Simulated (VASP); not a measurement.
## Mg: single point with PBE

The system is Mg.

```
Mg
1.0
     0.00000    2.01415    2.01415
     2.01415    0.00000    2.01415
     2.01415    2.01415    0.00000
Mg
1
Direct
  0.00000 0.00000 0.00000
```

This isn't the form of Mg at room conditions, which is hcp.

```yaml
Program: VASP 6.6.1
Task: single point
Functional: PBE
Potentials_or_basis: VASP PAW PBE potentials, release 64 (Mg)
Cutoff: 600 eV
k_mesh: 16 × 16 × 16
Occupations: fermi-dirac, width 0.1 eV
Spin: no spin polarisation
```

The pressure is 24.1 GPa and the band gap on the k mesh is zero (bands 1 and 2 overlap by 2.95 eV).

Levels at points of the mesh, in eV from the Fermi level:
| k point | band 1 | band 2 | band 3 | band 4 |
| --- | --- | --- | --- | --- |
| (0.00, 0.00, 0.00) | -8.50 | 14.66 | 14.66 | 14.66 |
| (0.50, 0.00, 0.00) | -2.27 | -1.26 | 13.25 | 13.25 |
| (0.50, 0.50, 0.00) | -0.26 | 0.92 | 6.73 | 9.01 |

Run time: 22 s on 1 thread of Intel Xeon 8259CL, on a shared host, peak memory 0.15 GiB.

Caveat: the cell stands under pressure.
